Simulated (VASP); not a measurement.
Wanted: the native input for a VASP 6.6.1 run.

```
Task                   : single point
Functional             : LDA
Potentials or basis    : VASP PAW LDA potentials, release 64 (Ga_d, N)
Cutoff                 : 520 eV
k mesh                 : 8 × 8 × 4
Occupations            : gaussian, width 0.01 eV
Spin                   : no spin polarisation
Dipole correction      : no
Further INCAR settings : ALGO = Normal; EDIFF = 1e-06; NBANDS = 26
```

The structure of GaN lies in POSCAR:

```
GaN
1.0
    3.2148508677      0.0000000000      0.0000000000
   -1.6074254338      2.7841425208      0.0000000000
    0.0000000000      0.0000000000      5.0767370209
Ga N
2 2
Direct
    0.3333333333      0.6666666667     -0.0007042242
    0.6666666667      0.3333333333      0.4992957758
    0.3333333333      0.6666666667      0.3757042242
    0.6666666667      0.3333333333      0.8757042242
```

This cell differs from its parent crystal: in-plane strain +0.02.

The input as run:

INCAR

```
ALGO     = Normal         # electronic algorithm
EDIFF    = 1E-6           # SCF threshold, eV
ENCUT    = 520            # plane-wave cutoff, eV
ISIF     = 2              # what is computed and relaxed
ISMEAR   = 0              # smearing method
LASPH    = T              # aspherical terms in the spheres
LCHARG   = F              # write CHGCAR
LREAL    = F              # projectors in reciprocal space
LWAVE    = F              # write WAVECAR
NBANDS   = 26             # bands
NELM     = 60             # most SCF steps
PREC     = Accurate       # precision mode
SIGMA    = 0.01           # smearing width, eV
```

KPOINTS

```
k-points
0
Gamma
  8 8 4
```

Potentials or basis: VASP PAW LDA potentials, release 64 (Ga_d, N).

The run is started by

```sh
$ cat potpaw_LDA.64/Ga_d/POTCAR potpaw_LDA.64/N/POTCAR > POTCAR
$ mpirun -np 1 vasp_std > vasp.out
```

It gave:

- Pressure: -4.0 GPa
- Largest force: 0.356 eV/Å
- Band gap on the k mesh: 1.98 eV, direct

Caveat: the cell differs from its parent crystal (in-plane strain +0.02).

Wall time 14 s on 1 thread of Intel(R) Xeon(R) 6975P-C (Granite Rapids) (shared host), peak memory 0.15 GiB.
